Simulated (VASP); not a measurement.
Write the native input for VASP 6.6.1 that does the following.

```
Task                   : single point
Functional             : r2SCAN
Potentials or basis    : VASP PAW PBE potentials, release 64 (Y_sv)
Cutoff                 : 520 eV
k mesh                 : 18 × 18 × 18
Occupations            : fermi-dirac, width 0.05 eV
Spin                   : collinear spin
Starting moments       : [0.25] μB
Dipole correction      : no
Further INCAR settings : ALGO = Normal; EDIFF = 1e-06; NBANDS = 16
```

Y:

```xyz
1
Lattice="-2.0359 2.0359 2.0359 2.0359 -2.0359 2.0359 2.0359 2.0359 -2.0359" Properties=species:S:1:pos:R:3 pbc="T T T"
Y     0.0000    0.0000    0.0000
```

This isn't the form of Y at room conditions, which is hcp.

The input as run:

POSCAR

```
Y
1.0
   -2.0359161476      2.0359161476      2.0359161476
    2.0359161476     -2.0359161476      2.0359161476
    2.0359161476      2.0359161476     -2.0359161476
Y
1
Direct
    0.0000000000      0.0000000000      0.0000000000
```

INCAR.step1

```
PREC = Accurate
ENCUT = 520
ISMEAR = -1
SIGMA = 0.05
LREAL = F
LASPH = T
NELM = 150
ISPIN = 2
MAGMOM = 0.25
LMAXMIX = 4
NBANDS = 16
GGA = PE
ALGO = Normal
EDIFF = 1E-4
LWAVE = T
LCHARG = F
```

INCAR.step2

```
PREC = Accurate
ENCUT = 520
EDIFF = 1E-6
ISMEAR = -1
SIGMA = 0.05
LREAL = F
LASPH = T
NELM = 150
ALGO = Normal
ISIF = 2
LWAVE = F
LCHARG = T
ISPIN = 2
MAGMOM = 0.25
LORBIT = 11
LMAXMIX = 4
METAGGA = R2SCAN
LMIXTAU = T
LELF = T
LVHAR = T
NBANDS = 16
ISTART = 1
```

KPOINTS

```
regular mesh
0
Gamma
  18 18 18
```

Potentials or basis: VASP PAW PBE potentials, release 64 (Y_sv).

Launch:

```console
$ cat potpaw_PBE.64/Y_sv/POTCAR > POTCAR
$ cp INCAR.step1 INCAR
$ mpirun -np 1 vasp_std > vasp.out
$ cp INCAR.step2 INCAR
$ mpirun -np 1 vasp_std > vasp.out
```

Results of the run:

```yaml
Pressure: -0.1 GPa
Net_moment: 0.00 μB per cell
Valence_electrons_inside_the_program's_atomic_spheres: Y 9.37
```

Caveat: the PAW data sets were made with another functional, which shifts forces and pressure a little.

Wall time 10 min on 1 thread of Intel(R) Xeon(R) 6975P-C (Granite Rapids), on a shared host, peak memory 0.32 GiB.
